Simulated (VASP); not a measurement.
Input of a VASP 6.6.1 run:

INCAR

```
SYSTEM = Ta2C
PREC = Accurate
ENCUT = 520
EDIFF = 1E-7
ISMEAR = 0
SIGMA = 0.15
LREAL = .FALSE.
LASPH = .TRUE.
NELM = 80
ALGO = Normal
ISIF = 2
LWAVE = .FALSE.
LCHARG = .FALSE.
GGA = PS
NBANDS = 20
```

The input KPOINTS:

```
regular mesh
0
G
  18 18 10
  0 0 0
```

POSCAR

```
Ta2C
1.0
    3.0953007044      0.0000000000      0.0000000000
   -1.5476503522      2.6806090424      0.0000000000
    0.0000000000      0.0000000000      4.7980532726
Ta C
2 1
Direct
    0.3333333333      0.6666666667      0.2528761934
    0.6666666667      0.3333333333      0.7471238066
    0.0000000000      0.0000000000      0.0000000000
```

Potentials or basis: VASP PAW PBE potentials, release 64 (Ta_pv, C).

Launch:

```console
$ cat potpaw_PBE.64/Ta_pv/POTCAR potpaw_PBE.64/C/POTCAR > POTCAR
$ mpirun -np 1 vasp_std > vasp.out
```

Question: What does it give for the largest force?

Answer: 0.328 eV/Å.

Question: Estimate the band gap on the k mesh.

Answer: Zero (bands 13 and 14 overlap by 0.95 eV).

Forces on the atoms (eV/Å):
```
Ta   0.000  0.000  0.328
Ta   0.000  0.000 -0.328
C    0.000  0.000  0.000
```

Caveat: the cell differs from its parent crystal (strain +0.000 along x and y, -0.025 along z); the PAW data sets were made with another functional, which shifts forces and pressure a little; spin-orbit coupling is left out, which moves the levels of the heavy elements.
